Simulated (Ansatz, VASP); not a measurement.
**Two plane-wave programs on GaP2**

```
Ga P
1.0
     5.11688    0.00000    0.00000
     0.00000    5.11688    0.00000
     0.00000    0.00000    2.37676
Ga P
1 2
Cartesian
  0.0000 0.0000 0.0000
  0.0000 2.5584 0.0000
  2.5584 0.0000 0.0000
```

Alike in both runs: functional PBE; k mesh 10 × 10 × 20; occupations gaussian, width 0.1 eV; no spin polarisation.

Ansatz relaxed the structure, and its values are those at the end. VASP's run is a single point on that final structure, the one shown.

|  | VASP | Ansatz |
| --- | --- | --- |
| version | VASP 6.6.1 | Ansatz 0.2.0 |
| potentials or method | VASP PAW PBE potentials, release 64 (Ga_d, P), cutoff 520 eV | scalar-relativistic, plane waves, PAW |
| valence electrons in the cell | 23 | 23 |

```tsv
	VASP	Ansatz	Ansatz less VASP
gap on the k mesh at the Fermi level (eV)	none	none	-
pressure (GPa)	0.0	0.0	+0.01
```

A gap of «none» marks a metal or a gap that the smearing closes.
